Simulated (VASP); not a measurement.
Sb: single point with PBE

Crystal: Sb.

```
CELL_PARAMETERS angstrom
3.08102 0.00000 0.00000
0.00000 3.08102 0.00000
0.00000 0.00000 6.40590
ATOMIC_POSITIONS crystal
Sb 0.00000 0.00000 0.75053
Sb 0.00000 0.00000 0.24947
```

```
Program             : VASP 6.6.1
Task                : single point
Functional          : PBE
Potentials or basis : VASP PAW PBE potentials, release 64 (Sb)
Cutoff              : 500 eV
k mesh              : 6 × 6 × 4
Occupations         : gaussian, width 0.1 eV
Spin                : no spin polarisation
```

* Pressure: 0.1 GPa
* Largest force: 0.023 eV/Å
* Band gap on the k mesh: zero (band 5 reaches 11.18 eV, above the bottom of band 6 at 4.20 eV)

Forces on the atoms (eV/Å):
```
Sb   0.000  0.000 -0.023
Sb   0.000  0.000  0.023
```

Stress tensor (GPa, compression positive):
```
 0.26  0.00  0.00
 0.00  0.26  0.00
 0.00  0.00 -0.14
```

Levels at points of the mesh, in eV from the Fermi level:
```csv
k point,band 2,band 3,band 4,band 5,band 6,band 7,band 8,band 9
"(0.00, 0.00, 0.00)",-10.40,-5.55,2.35,3.39,3.39,5.08,5.08,6.32
"(0.50, 0.00, 0.00)",-7.76,-5.68,-3.94,-3.39,2.05,4.42,5.49,7.20
"(0.50, 0.50, 0.00)",-4.80,-3.58,-3.58,-1.96,-1.96,-1.35,2.11,4.46
"(0.00, 0.00, 0.50)",-11.65,-2.40,-2.37,4.09,4.09,4.11,4.11,7.58
"(0.50, 0.00, 0.50)",-9.10,-4.98,-4.96,-0.14,-0.10,4.75,4.76,6.20
"(0.50, 0.50, 0.50)",-6.37,-2.91,-2.91,-2.89,-2.89,2.13,2.18,2.88
```

Wall time 20 s on 1 thread of AMD EPYC 7R13, with other jobs on the host, peak memory 0.14 GiB.

Caveat: spin-orbit coupling is left out, which moves the levels of the heavy elements.
